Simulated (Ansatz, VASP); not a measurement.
**Two plane-wave programs on WC**

The input INCAR:

```
  ALGO = Normal
  EDIFF = 1E-7
  EDIFFG = -0.08
  ENCUT = 600
  GGA = PE
  GGA_COMPAT = F
  IBRION = 2
  ISIF = 3
  ISMEAR = 0
  LASPH = T
  LCHARG = F
  LREAL = F
  LWAVE = F
  NELM = 120
  NELMIN = 4
  NSW = 36
  PREC = Accurate
  SIGMA = 0.2
```

KPOINTS

```
k-points
0
Gamma
  6 6 5
```

File POSCAR:

```
WC
1.0
    3.1244160700      0.0000000000      0.0000000000
    0.0000000000      3.1244160700      0.0000000000
    0.0000000000      0.0000000000      3.7004241900
W C
1 1
Direct
    0.0000000000      0.0000000000      0.0000000000
    0.5000000000      0.5000000000      0.0000000000
```

Input for Ansatz:

```yaml
crystal:
  lattice:
    - [3.12441607, 0.0, 0.0]
    - [0.0, 3.12441607, 0.0]
    - [0.0, 0.0, 3.70042419]
  atoms:
    - { symbol: W, position: [0.0, 0.0, 0.0] }
    - { symbol: C, position: [0.5, 0.5, 0.0] }
basis:
  ecutwfc: 420
kpoints:
  mp_grid: { grid: [6, 6, 5] }
hamiltonian:
  xc: pbe
scf:
  occupations: { method: gaussian, width: 0.2 }
  lower_state_search: "off"
output:
  forces: true
  stress: true
  eigenvalues: true
relax:
  adjacent_minimum: "off"
  f_tol: 0.08
  max_steps: 16
  cell: { stress_tol: 0.8 }
```

Alike in both runs: task relaxation of cell and atoms; functional PBE; k mesh 6 × 6 × 5; occupations gaussian, width 0.2 eV; no spin polarisation.

|  | VASP | Ansatz |
| --- | --- | --- |
| version | VASP 6.6.1 | Ansatz 0.2.0 |
| potentials or method | VASP PAW PBE potentials, release 64 (W_sv, C), cutoff 600 eV | scalar-relativistic, plane waves, PAW |
| valence electrons in the cell | 18 | 18 |

Ansatz gave:

| Property | Result |
| --- | --- |
| gap on the k mesh at the Fermi level, each at its own relaxed structure (eV) | none |
| relaxed volume (Å³/atom) | 13.02 |
| relaxed cell length with the largest relative difference (Å) | 3.005 |

Task: Which values does VASP return?

Result: gap on the k mesh at the Fermi level, each at its own relaxed structure (eV): none; relaxed volume (Å³/atom): 13.01; relaxed cell length with the largest relative difference (Å): 2.999.

A gap of «none» marks a metal or a gap that the smearing closes.

Spin-orbit coupling is off throughout. Noted on VASP's run: the volume moved by over 15 % at a fixed basis, so the end points are rough.
